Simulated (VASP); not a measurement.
# RbPbF5 (P4/mmm) in VASP: single point with r2SCAN+rVV10

Aim: the single point of RbPbF5 with r2SCAN+rVV10.

Everything below comes from runs of VASP 6.6.1. Logs are shortened: lines on timing, memory, paths and dates and some standing lists are left out, and cuts for length are marked.

## 1. The cell of the first run

Symmetry: P4/mmm, No. 123, tetragonal system. The conventional cell has a = 3.705 Å, b = 3.705 Å, c = 6.947 Å, α = 90.00°, β = 90.00°, γ = 90.00°. Rb (site symmetry 4/mmm) has 10 F at 2.74 to 3.47 Å and 4 Rb at 3.71 Å within 3.8 Å. Within 3.1 Å of Pb (site symmetry 4/mmm) lie 12 F at 2.35 to 2.62 Å. Within 3.1 Å of F (site symmetry 4/mmm) lie 8 F at 2.35 Å and 4 Pb at 2.62 Å. Within 3.1 Å of F (site symmetry 2mm) lie 2 Pb at 2.35 Å and 7 F at 2.35 to 2.90 Å and 2 Rb at 2.74 Å.

## 2. Single point, r2SCAN+rVV10

POSCAR reads:

```
RbPbF5
1.0
    3.7051243050      0.0000000000      0.0000000000
    0.0000000000      3.7051243050      0.0000000000
    0.0000000000      0.0000000000      6.9473354917
Rb Pb F
1 1 5
Direct
    0.0000000000      0.0000000000      0.5000000000
    0.5000000000      0.5000000000      0.0000000000
    0.0000000000      0.0000000000      0.0000000000
    0.5000000000      0.0000000000      0.7910853796
    0.0000000000      0.5000000000      0.7910853796
    0.5000000000      0.0000000000      0.2089146204
    0.0000000000      0.5000000000      0.2089146204
```

INCAR.step1 reads:

```
SYSTEM = RbPbF5
PREC = Accurate
ENCUT = 520
ISMEAR = -1
SIGMA = 0.03
LREAL = .False.
LASPH = .True.
NELM = 100
NBANDS = 38
GGA = PE
ALGO = Normal
EDIFF = 1E-4
LWAVE = .True.
LCHARG = .False.
```

INCAR.step2 reads:

```
SYSTEM = RbPbF5
PREC = Accurate
ENCUT = 520
EDIFF = 1E-6
ISMEAR = -1
SIGMA = 0.03
LREAL = .False.
LASPH = .True.
NELM = 100
ALGO = Normal
ISIF = 2
LWAVE = .False.
LCHARG = .True.
METAGGA = R2SCAN
LMIXTAU = .True.
LUSE_VDW = .True.
IVDW_NL = 2
BPARAM = 11.95
CPARAM = 0.0093
LELF = .True.
LVHAR = .True.
NBANDS = 38
ISTART = 1
```

KPOINTS reads:

```
regular mesh
0
Gamma
  6 6 4
  0 0 0
```

Potentials or basis: VASP PAW PBE potentials, release 64 (Rb_sv, Pb_d, F).

Run with:

```sh
$ cat potpaw_PBE.64/Rb_sv/POTCAR potpaw_PBE.64/Pb_d/POTCAR potpaw_PBE.64/F/POTCAR > POTCAR
$ cp INCAR.step1 INCAR
$ mpirun -np 1 vasp_std > vasp.out
$ cp INCAR.step2 INCAR
$ mpirun -np 1 vasp_std > vasp.out
```

OUTCAR:

```text
SYSTEM = RbPbF5
   PREC = Accurate
   ENCUT = 520
   EDIFF = 1E-6
   ISMEAR = -1
   LREAL = .False.
   LASPH = .True.
   NELM = 100
   ISIF = 2
   METAGGA = R2SCAN
   IVDW_NL = 2
   BPARAM = 11.95
   ISTART = 1

 ion  position               nearest neighbor table
   1  0.000  0.000  0.500-   4 2.74   5 2.74   6 2.74   7 2.74   5 2.74   7 2.74   4 2.74   6 2.74
                             3 3.47   3 3.47   2 4.35   2 4.35   2 4.35   2 4.35   2 4.35   2 4.35
   2  0.500  0.500  0.000-   4 2.35   5 2.35   6 2.35   7 2.35   4 2.35   6 2.35   5 2.35   7 2.35
                             3 2.62   3 2.62   3 2.62   3 2.62   1 4.35   1 4.35   1 4.35   1 4.35
   3  0.000  0.000  0.000-   2 2.62   2 2.62   2 2.62   2 2.62   1 3.47   1 3.47
   4  0.500  0.000  0.791-   2 2.35   2 2.35   1 2.74   1 2.74
   5  0.000  0.500  0.791-   2 2.35   2 2.35   1 2.74   1 2.74
   6  0.500  0.000  0.209-   2 2.35   2 2.35   1 2.74   1 2.74
   7  0.000  0.500  0.209-   2 2.35   2 2.35   1 2.74   1 2.74

  LATTYP: Found a simple tetragonal cell.
 ALAT       =     3.7051243050
 C/A-ratio  =     1.8750613798

  Lattice vectors:

 A1 = (   3.7051243050,   0.0000000000,   0.0000000000)
 A2 = (   0.0000000000,   3.7051243050,   0.0000000000)
 A3 = (   0.0000000000,   0.0000000000,   6.9473354917)

Analysis of symmetry for initial positions (statically):
=====================================================================
 Subroutine PRICEL returns:
 Original cell was already a primitive cell.

 Routine SETGRP: Setting up the symmetry group for a
 simple tetragonal supercell.

 Subroutine GETGRP returns: Found 16 space group operations
 (whereof 16 operations were pure point group operations)
 out of a pool of 16 trial point group operations.

The static configuration has the point symmetry D_4h.

Analysis of symmetry for dynamics (positions and initial velocities):
=====================================================================
 Subroutine PRICEL returns:
 Original cell was already a primitive cell.

 Routine SETGRP: Setting up the symmetry group for a
 simple tetragonal supercell.

 Subroutine GETGRP returns: Found 16 space group operations
 (whereof 16 operations were pure point group operations)
 out of a pool of 16 trial point group operations.

The dynamic configuration has the point symmetry D_4h.

 Subroutine INISYM returns: Found 16 space group operations
 (whereof 16 operations are pure point group operations),
 and found     1 'primitive' translations

----------------------------------------------------------------------------------------

                                     Primitive cell

  volume of cell :      95.3726

  direct lattice vectors                    reciprocal lattice vectors
     3.705124305  0.000000000  0.000000000     0.269896478  0.000000000  0.000000000
     0.000000000  3.705124305  0.000000000     0.000000000  0.269896478  0.000000000
     0.000000000  0.000000000  6.947335492     0.000000000  0.000000000  0.143940076

  length of vectors
     3.705124305  3.705124305  6.947335492     0.269896478  0.269896478  0.143940076

  position of ions in fractional coordinates (direct lattice)
     0.000000000  0.000000000  0.500000000
     0.500000000  0.500000000  0.000000000
     0.000000000  0.000000000  0.000000000
     0.500000000  0.000000000  0.791085380
     0.000000000  0.500000000  0.791085380
     0.500000000  0.000000000  0.208914620
     0.000000000  0.500000000  0.208914620

  ion indices of the primitive-cell ions
   primitive index   ion index
                 1           1
                 2           2
                 3           3
                 4           4
                 5           5
                 6           6
                 7           7

----------------------------------------------------------------------------------------

 KPOINTS: regular mesh

Automatic generation of k-mesh.
 Grid dimensions read from file:
 generate k-points for:    6    6    4

 Generating k-lattice:

  Cartesian coordinates                     Fractional coordinates (reciprocal lattice)
     0.044982746  0.000000000  0.000000000     0.166666667  0.000000000  0.000000000
     0.000000000  0.044982746  0.000000000     0.000000000  0.166666667  0.000000000
     0.000000000  0.000000000  0.035985019     0.000000000  0.000000000  0.250000000

  Length of vectors
     0.044982746  0.044982746  0.035985019

  Shift w.r.t. Gamma in fractional coordinates (k-lattice)
     0.000000000  0.000000000  0.000000000

 Subroutine IBZKPT returns following result:
 ===========================================

 Found     30 irreducible k-points:

 Following reciprocal coordinates:
            Coordinates               Weight
  0.000000  0.000000  0.000000      1.000000
  0.166667  0.000000  0.000000      4.000000
  0.333333  0.000000  0.000000      4.000000
  0.500000  0.000000  0.000000      2.000000
  0.166667  0.166667  0.000000      4.000000
  0.333333  0.166667  0.000000      8.000000
[... 16 lines left out ...]
  0.333333  0.000000  0.500000      4.000000
  0.500000  0.000000  0.500000      2.000000
 [... further k-points ...]
   k-points           NKPTS =     30   k-points in BZ     NKDIM =     30   number of bands    NBANDS=     38
   number of dos      NEDOS =    301   number of ions     NIONS =      7
   total plane-waves  NPLWV =  42336
   dimension x,y,z NGX =    28 NGY =   28 NGZ =   54
   dimension x,y,z NGXF=    56 NGYF=   56 NGZF=  108
   ions per type =               1   1   5
   NGX,Y,Z   is equivalent  to a cutoff of  12.56, 12.56, 12.92 a.u.
   NGXF,Y,Z  is equivalent  to a cutoff of  25.13, 25.13, 25.84 a.u.
 SYSTEM =  RbPbF5
   PREC   = accura    normal or accurate (medium, high low for compatibility)
   ISTART =      1    job   : 0-new  1-cont  2-samecut
   ICHARG =      0    charge: 1-file 2-atom 10-const
   ISPIN  =      1    spin polarized calculation?
   LNONCOLLINEAR =      F non collinear calculations
   LSORBIT =      F    spin-orbit coupling
   LASPH  =      T    aspherical Exc in radial PAW
   ENCUT  =  520.0 eV  38.22 Ry    6.18 a.u.   6.89  6.89 12.92*2*pi/ulx,y,z
   NELM   =    100;   NELMIN=  2; NELMDL=  0     # of ELM steps
   EDIFF  = 0.1E-05   stopping-criterion for ELM
   LREAL  =      F    real-space projection
   EDIFFG = 0.1E-04   stopping-criterion for IOM
   NSW    =      0    number of steps for IOM
   IBRION =     -1    ionic relax: 0-MD 1-quasi-New 2-CG
   NFREE  =      0    steps in history (QN), initial steepest desc. (CG)
   ISIF   =      2    stress and relaxation
   ISYM   =      2    0-nonsym 1-usesym 2-fastsym
   POTIM  = 0.5000    time-step for ionic-motion
   TEBEG  =    0.0;   TEEND  =   0.0 temperature during run
   PSTRESS=    0.0 pullay stress
   NELECT =      58.0000    total number of electrons
   NUPDOWN=      -1.0000    fix difference up-down
   EMIN   =  10.00;   EMAX   =-10.00  energy-range for DOS
   EFERMI =   0.00;   METHOD = LEGACY
   ISMEAR =    -1;   SIGMA  =   0.03  broadening in eV -4-tet -1-fermi 0-gaus
   EFERMI_NEDOS =   21; number of points for ismear=-14 and -15
   IALGO  =     38    algorithm
   IMIX   =      4    mixing-type and parameters
     AMIX     =   0.40;   BMIX     =  1.00
     AMIX_MAG =   1.60;   BMIX_MAG =  1.00
  volume/ion in A,a.u.               =      13.62        91.94
  Fermi-wavevector in a.u.,A,eV,Ry     =   1.386999  2.621048 26.174437  1.923767
  Thomas-Fermi vector in A             =   2.511262
   LORBIT       =      0    0 simple, 1 ext, 2 COOP (PROOUT), +10 PAW based schemes
   METAGGA = R2SCAN    functional components
   LHFCALC =     F    Hartree Fock is set to
   AEXX    =    0.0000 exact exchange contribution
   IVDW_NL    =     2    kernel type
   BPARAM     =11.9500
   IVDW    =     0    specifies the selected vdW correction
   LEPSILON=     F    determine dielectric tensor
   LRPA    =     F    only Hartree local field effects (RPA)
 non-spin polarized calculation
  energy-cutoff  :      520.00
  volume of cell :       95.37
 maximum number of plane-waves:      2604
 NGX is ok and might be reduce to    28
   NGX = 13   NGY = 13   NGZ = 25

 number of electron      57.9999946 magnetization

 Free energy of the ion-electron system (eV)
  ---------------------------------------------------
  ext. energy  EPLUGINS =         0.00000000
  ---------------------------------------------------
  free energy    TOTEN  =       -97.88849762 eV

  energy without entropy =      -97.87839618  energy(sigma->0) =      -97.88344690

 E-fermi :   1.2172     XC(G=0): -10.7831

 val. band max:        1.2130040454   @ k =   0.1667   0.0000   0.0000
 cond. band min:       1.2201357721   @ k =   0.5000   0.5000   0.2500
 fundamental gap:      0.0071317267
 Fermi energy:         1.2172237294

 k-point     1 :       0.0000    0.0000    0.0000
  band No.  band energies     occupation
      1     -23.5942      2.00000
      2     -22.2142      2.00000
      3     -21.8342      2.00000
      4     -21.2471      2.00000
      5     -21.0124      2.00000
      6     -19.8543      2.00000
[... 30 lines left out ...]
     37      14.4587      0.00000
     38      14.4587      0.00000

 k-point     2 :       0.1667    0.0000    0.0000
  band No.  band energies     occupation
      1     -23.5566      2.00000
      2     -22.1423      2.00000
      3     -21.7933      2.00000
      4     -21.2895      2.00000
      5     -21.0846      2.00000
      6     -19.8761      2.00000
[... 30 lines left out ...]
     37      13.7639      0.00000
     38      13.8404      0.00000

 k-point     3 :       0.3333    0.0000    0.0000
  band No.  band energies     occupation
      1     -23.4798      2.00000
      2     -21.9444      2.00000
      3     -21.6781      2.00000
      4     -21.4336      2.00000
      5     -21.2603      2.00000
      6     -19.9145      2.00000
[... 30 lines left out ...]
     37      13.1135      0.00000
[... 781 lines left out ...]
 k-point    23 :       0.3333    0.0000    0.5000
  band No.  band energies     occupation
      1     -23.4705      2.00000
      2     -22.0326      2.00000
      3     -21.5897      2.00000
      4     -21.4343      2.00000
      5     -21.2627      2.00000
      6     -19.9210      2.00000
[... 30 lines left out ...]
     37      12.5738      0.00000
     38      14.0415      0.00000

 k-point    24 :       0.5000    0.0000    0.5000
  band No.  band energies     occupation
      1     -23.4369      2.00000
      2     -21.7538      2.00000
      3     -21.6636      2.00000
      4     -21.4810      2.00000
      5     -21.4241      2.00000
      6     -19.9352      2.00000
[... 30 lines left out ...]
     37      12.1407      0.00000
     38      14.1705      0.00000

 [... further k-points ...]
[... 5 lines left out ...]
  --------------------------------------------------------------------------------------
  -------------------------------------------------------------------------------------
  Total        0.3237467      0.3237467      0.2421604      0.0000000      0.0000000     -0.0000000
  in kB        5.4386617      5.4386617      4.0680844      0.0000000      0.0000000     -0.0000000
  external PRESSURE =       4.9818026 kB  Pullay stress =       0.0000000 kB

 VOLUME and BASIS-vectors are now :
 -----------------------------------------------------------------------------
  energy-cutoff  :      520.00
  volume of cell :       95.37
      direct lattice vectors                 reciprocal lattice vectors
     3.705124305  0.000000000  0.000000000     0.269896478  0.000000000  0.000000000
     0.000000000  3.705124305  0.000000000     0.000000000  0.269896478  0.000000000
     0.000000000  0.000000000  6.947335492     0.000000000  0.000000000  0.143940076

 POSITION                                       TOTAL-FORCE (eV/Angst)
 -----------------------------------------------------------------------------------
      0.00000      0.00000      3.47367         0.000000      0.000000     -0.000000
      1.85256      1.85256      0.00000         0.000000      0.000000     -0.000000
      0.00000      0.00000      0.00000         0.000000      0.000000     -0.000000
      1.85256      0.00000      5.49594        -0.000000     -0.000000     -0.043041
      0.00000      1.85256      5.49594         0.000000      0.000000     -0.043041
      1.85256      0.00000      1.45140         0.000000     -0.000000      0.043041
      0.00000      1.85256      1.45140        -0.000000     -0.000000      0.043041
 -----------------------------------------------------------------------------------
    total drift:                                0.000000      0.000000      0.000000

  FREE ENERGIE OF THE ION-ELECTRON SYSTEM (eV)
  ---------------------------------------------------
  free  energy   TOTEN  =       -97.8884976195 eV

  energy  without entropy=      -97.8783961845  energy(sigma->0) =      -97.88344690
```

It took 3.1 min on 1 thread of Intel Xeon 6975P-C (Granite Rapids), shared host; peak memory 0.42 GiB.

What came out:

```yaml
Free_energy: -97.8885 eV
Pressure: 0.5 GPa
Largest_force: 0.043 eV/Å
Band_gap_on_the_k_mesh: zero (bands 29 and 30 overlap by 0.73 eV)
```

Forces on the atoms (eV/Å):
```
Rb   0.000  0.000  0.000
Pb   0.000  0.000  0.000
F    0.000  0.000  0.000
F    0.000  0.000 -0.043
F    0.000  0.000 -0.043
F    0.000  0.000  0.043
F    0.000  0.000  0.043
```

Caveat: the PAW data sets were made with another functional, which shifts forces and pressure a little; spin-orbit coupling is left out, which moves the levels of the heavy elements.
